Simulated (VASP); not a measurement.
# MgS (Niningerite) (Fm-3m) in VASP: notebook

The runs below take MgS (Niningerite) through single point, relaxation of cell and atoms, with r2SCAN.

Everything below comes from runs of VASP 6.6.1. Logs are shortened: lines on timing, memory, paths and dates and some standing lists are left out, and cuts for length are marked.

## (1) The cell of the first run

Symmetry: Fm-3m, No. 225, cubic system. The conventional cell has a = 5.029 Å, b = 5.029 Å, c = 5.029 Å, α = 90.00°, β = 90.00°, γ = 90.00°. Within 3.3 Å of Mg (site symmetry m-3m) lie 6 S at 2.51 Å. S (site symmetry m-3m) has 6 Mg at 2.51 Å within 3.3 Å.

## (2) Single point, r2SCAN

POSCAR reads:

```
MgS
1.0
    0.0000000000      2.5146006839      2.5146006839
    2.5146006839      0.0000000000      2.5146006839
    2.5146006839      2.5146006839      0.0000000000
Mg S
1 1
Direct
    0.0000000000      0.0000000000      0.0000000000
    0.5000000000      0.5000000000      0.5000000000
```

INCAR.step1 reads:

```
SYSTEM = MgS
PREC = Accurate
ENCUT = 520
ISMEAR = 0
SIGMA = 0.01
LREAL = .False.
LASPH = .True.
NELM = 100
NBANDS = 11
GGA = PE
ALGO = Normal
EDIFF = 1E-4
LWAVE = .True.
LCHARG = .False.
```

INCAR.step2 reads:

```
SYSTEM = MgS
PREC = Accurate
ENCUT = 520
EDIFF = 1E-6
ISMEAR = 0
SIGMA = 0.01
LREAL = .False.
LASPH = .True.
NELM = 100
ALGO = Normal
ISIF = 2
LWAVE = .False.
LCHARG = .False.
METAGGA = R2SCAN
LMIXTAU = .True.
NBANDS = 11
ISTART = 1
```

KPOINTS reads:

```
regular mesh
0
Gamma
  7 7 7
  0 0 0
```

Potentials or basis: VASP PAW PBE potentials, release 64 (Mg, S).

Started as:

```sh
$ cat potpaw_PBE.64/Mg/POTCAR potpaw_PBE.64/S/POTCAR > POTCAR
$ cp INCAR.step1 INCAR
$ mpirun -np 1 vasp_std > vasp.out
$ cp INCAR.step2 INCAR
$ mpirun -np 1 vasp_std > vasp.out
```

OUTCAR:

```text
SYSTEM = MgS
   PREC = Accurate
   ENCUT = 520
   EDIFF = 1E-6
   ISMEAR = 0
   LREAL = .False.
   LASPH = .True.
   NELM = 100
   ISIF = 2
   METAGGA = R2SCAN
   ISTART = 1

 ion  position               nearest neighbor table
   1  0.000  0.000  0.000-   2 2.51   2 2.51   2 2.51   2 2.51   2 2.51   2 2.51
   2  0.500  0.500  0.500-   1 2.51   1 2.51   1 2.51   1 2.51   1 2.51   1 2.51

  LATTYP: Found a face centered cubic cell.
 ALAT       =     5.0292013678

  Lattice vectors:

 A1 = (   0.0000000000,   2.5146006839,   2.5146006839)
 A2 = (   2.5146006839,   0.0000000000,   2.5146006839)
 A3 = (   2.5146006839,   2.5146006839,   0.0000000000)

Analysis of symmetry for initial positions (statically):
=====================================================================
 Subroutine PRICEL returns:
 Original cell was already a primitive cell.

 Routine SETGRP: Setting up the symmetry group for a
 face centered cubic supercell.

 Subroutine GETGRP returns: Found 48 space group operations
 (whereof 48 operations were pure point group operations)
 out of a pool of 48 trial point group operations.

The static configuration has the point symmetry O_h .

Analysis of symmetry for dynamics (positions and initial velocities):
=====================================================================
 Subroutine PRICEL returns:
 Original cell was already a primitive cell.

 Routine SETGRP: Setting up the symmetry group for a
 face centered cubic supercell.

 Subroutine GETGRP returns: Found 48 space group operations
 (whereof 48 operations were pure point group operations)
 out of a pool of 48 trial point group operations.

The dynamic configuration has the point symmetry O_h .

 Subroutine INISYM returns: Found 48 space group operations
 (whereof 48 operations are pure point group operations),
 and found     1 'primitive' translations

----------------------------------------------------------------------------------------

                                     Primitive cell

  volume of cell :      31.8007

  direct lattice vectors                    reciprocal lattice vectors
     0.000000000  2.514600684  2.514600684    -0.198838727  0.198838727  0.198838727
     2.514600684  0.000000000  2.514600684     0.198838727 -0.198838727  0.198838727
     2.514600684  2.514600684  0.000000000     0.198838727  0.198838727 -0.198838727

  length of vectors
     3.556182391  3.556182391  3.556182391     0.344398778  0.344398778  0.344398778

[... 82 lines left out ...]
   ISYM   =      2    0-nonsym 1-usesym 2-fastsym
   POTIM  = 0.5000    time-step for ionic-motion
   TEBEG  =    0.0;   TEEND  =   0.0 temperature during run
   PSTRESS=    0.0 pullay stress
   NELECT =       8.0000    total number of electrons
   NUPDOWN=      -1.0000    fix difference up-down
   EMIN   =  10.00;   EMAX   =-10.00  energy-range for DOS
   EFERMI =   0.00;   METHOD = LEGACY
   ISMEAR =     0;   SIGMA  =   0.01  broadening in eV -4-tet -1-fermi 0-gaus
   EFERMI_NEDOS =   21; number of points for ismear=-14 and -15
   IALGO  =     38    algorithm
   IMIX   =      4    mixing-type and parameters
     AMIX     =   0.40;   BMIX     =  1.00
     AMIX_MAG =   1.60;   BMIX_MAG =  1.00
  volume/ion in A,a.u.               =      15.90       107.30
  Fermi-wavevector in a.u.,A,eV,Ry     =   1.033457  1.952951 14.531480  1.068034
  Thomas-Fermi vector in A             =   2.167705
   LORBIT       =      0    0 simple, 1 ext, 2 COOP (PROOUT), +10 PAW based schemes
   METAGGA = R2SCAN    functional components
   LHFCALC =     F    Hartree Fock is set to
   AEXX    =    0.0000 exact exchange contribution
   IVDW    =     0    specifies the selected vdW correction
   LEPSILON=     F    determine dielectric tensor
   LRPA    =     F    only Hartree local field effects (RPA)
 non-spin polarized calculation
 Gauss-broadening in eV      SIGMA  =   0.01
  energy-cutoff  :      520.00
  volume of cell :       31.80
 maximum number of plane-waves:       881
   NGX = 13   NGY = 13   NGZ = 13

 number of electron       8.0000001 magnetization

 Free energy of the ion-electron system (eV)
  ---------------------------------------------------
  ext. energy  EPLUGINS =         0.00000000
  ---------------------------------------------------
  free energy    TOTEN  =       -15.42220884 eV

  energy without entropy =      -15.42220884  energy(sigma->0) =      -15.42220884

 E-fermi :   4.5312     XC(G=0): -10.5506

 val. band max:        4.4565133835   @ k =   0.0000   0.0000   0.0000
 cond. band min:       8.3275748943   @ k =   0.4286   0.4286   0.0000
 fundamental gap:      3.8710615108
 Fermi energy:         4.5311511067

 k-point     1 :       0.0000    0.0000    0.0000
  band No.  band energies     occupation
      1      -9.3686      2.00000
      2       4.4565      2.00000
      3       4.4565      2.00000
      4       4.4565      2.00000
      5       9.9884      0.00000
      6      12.8910      0.00000
      7      12.8910      0.00000
      8      12.8910      0.00000
      9      15.5006      0.00000
     10      15.5006      0.00000
     11      18.2689      0.00000
[... 253 lines left out ...]
 k-point    20 :      -0.2857    0.4286    0.1429
  band No.  band energies     occupation
      1      -7.2694      2.00000
      2       0.5112      2.00000
      3       0.6461      2.00000
      4       2.3099      2.00000
      5      10.2869      0.00000
      6      12.6312      0.00000
      7      14.1743      0.00000
      8      14.2025      0.00000
      9      19.4972      0.00000
     10      19.6848      0.00000
     11      23.1391      0.00000

------------------------ aborting loop because EDIFF is reached ----------------------------------------

  FORCE on cell =-STRESS in cart. coord.  units (eV):
  Direction    XX          YY          ZZ          XY          YZ          ZX
  --------------------------------------------------------------------------------------
  -------------------------------------------------------------------------------------
  Total        1.8800966      1.8800966      1.8800966     -0.0000000     -0.0000000     -0.0000000
  in kB       94.7226092     94.7226092     94.7226092     -0.0000000     -0.0000000     -0.0000000
  external PRESSURE =      94.7226092 kB  Pullay stress =       0.0000000 kB

 VOLUME and BASIS-vectors are now :
 -----------------------------------------------------------------------------
  energy-cutoff  :      520.00
  volume of cell :       31.80
      direct lattice vectors                 reciprocal lattice vectors
     0.000000000  2.514600684  2.514600684    -0.198838727  0.198838727  0.198838727
     2.514600684  0.000000000  2.514600684     0.198838727 -0.198838727  0.198838727
     2.514600684  2.514600684  0.000000000     0.198838727  0.198838727 -0.198838727

 POSITION                                       TOTAL-FORCE (eV/Angst)
 -----------------------------------------------------------------------------------
      0.00000      0.00000      0.00000         0.000000     -0.000000      0.000000
      2.51460      2.51460      2.51460        -0.000000      0.000000     -0.000000
 -----------------------------------------------------------------------------------
    total drift:                                0.000000      0.000000      0.000000

  FREE ENERGIE OF THE ION-ELECTRON SYSTEM (eV)
  ---------------------------------------------------
  free  energy   TOTEN  =       -15.4222088417 eV

  energy  without entropy=      -15.4222088417  energy(sigma->0) =      -15.42220884
```

It took 20 s on 1 thread of Intel Xeon 6975P-C (Granite Rapids), shared host; peak memory 0.16 GiB.

What came out:

```
Free energy            : -15.4222 eV
Pressure               : 9.5 GPa
Band gap on the k mesh : 3.87 eV, indirect (least direct gap 5.53 eV)
```

Caveat: the PAW data sets were made with another functional, which shifts forces and pressure a little.

(Part 1 of 2 ends here.)
